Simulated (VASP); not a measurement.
Input of a VASP 6.6.1 run:

Contents of INCAR:

```
PREC     = Accurate       # precision mode
ENCUT    = 520            # plane-wave cutoff, eV
EDIFF    = 1E-6           # SCF threshold, eV
ISMEAR   = 0              # smearing method
SIGMA    = 0.15           # smearing width, eV
LREAL    = F              # projectors in reciprocal space
LASPH    = T              # aspherical terms in the spheres
NELM     = 60             # most SCF steps
ALGO     = Fast           # electronic algorithm
ISIF     = 2              # what is computed and relaxed
LWAVE    = F              # write WAVECAR
LCHARG   = T              # write CHGCAR
GGA      = PE             # functional
LELF     = T              # ELF
LVHAR    = T            
NBANDS   = 18             # bands
```

The input KPOINTS:

```
regular mesh
0
Gamma
  14 14 14
```

The input POSCAR:

```
Yb
1.0
   -0.0718242098      2.6117894455      2.6836136553
    2.5399652357      0.0000000000      2.6117894455
    2.6117894455      2.6117894455     -0.0718242098
Yb
1
Direct
    0.0000000000      0.0000000000      0.0000000000
```

Potentials or basis: VASP PAW PBE potentials, release 64 (Yb).

The run is started by

```console
$ cat potpaw_PBE.64/Yb/POTCAR > POTCAR
$ mpirun -np 1 vasp_std > vasp.out
```

(1) Predict the pressure.

(2) Predict the band gap on the k mesh.

## Answers

(1) -0.6 GPa.

(2) zero (bands 12 and 13 overlap by 0.18 eV).

Caveat: the cell differs from its parent crystal (engineering shear strain xz -0.0550, normal strain along z +0.0275); spin-orbit coupling is left out, which moves the levels of the heavy elements.
